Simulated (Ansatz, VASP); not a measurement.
**Two plane-wave programs on Ga2O3**

```
Ga O
1.0
     5.29150    0.00000    0.00000
    -2.64575    4.58258    0.00000
     0.00000    0.00000    2.65582
Ga O
2 3
Direct
  0.66667 0.33333 0.00000
  0.33333 0.66667 0.00000
  0.50000 0.50000 0.50000
  0.50000 0.00000 0.50000
  0.00000 0.50000 0.50000
```

Change from the starting cell: ordered vacancies on the cation sites of tungsten carbide (P-62m, No. 189).

Alike in both runs: functional PBE; k mesh 6 × 6 × 10; occupations gaussian, width 0.02 eV; no spin polarisation.

Ansatz relaxed the structure, and its values are those at the end. VASP's run is a single point on that final structure, the one shown.

|  | VASP | Ansatz |
| --- | --- | --- |
| version | VASP 6.6.1 | Ansatz 0.2.0 |
| potentials or method | VASP PAW PBE potentials, release 64 (Ga_d, O), cutoff 520 eV | scalar-relativistic, plane waves, PAW |
| valence electrons in the cell | 44 | 44 |

Ansatz gave:

```
gap on the k mesh at the Fermi level (eV) : 1.08
least direct gap on the mesh (eV)         : 1.08
pressure (GPa)                            : 0.0
```

Which values does VASP return?

gap on the k mesh at the Fermi level (eV): 1.04; least direct gap on the mesh (eV): 1.04; pressure (GPa): 0.8.
